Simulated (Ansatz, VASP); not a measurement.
# Mo in VASP and in Ansatz

```
Mo
1.0
    -1.56815    1.56815    1.56815
     1.56815   -1.56815    1.56815
     1.56815    1.56815   -1.56815
Mo
1
Cartesian
  0.0000 0.0000 0.0000
```

Alike in both runs: task single point; functional PBE; k mesh 15 × 15 × 15; no spin polarisation.

|  | VASP | Ansatz |
| --- | --- | --- |
| version | VASP 6.6.1 | Ansatz 0.2.0 |
| potentials or method | VASP PAW PBE potentials, release 64 (Mo_sv), cutoff 500 eV | PAW plane waves |
| occupations | fermi-dirac, width 0.1 eV | fermi-dirac |
| valence electrons in the cell | 14 | 14 |

```csv
,VASP,Ansatz,Ansatz less VASP
pressure (GPa),7.2,6.6,-0.59
```
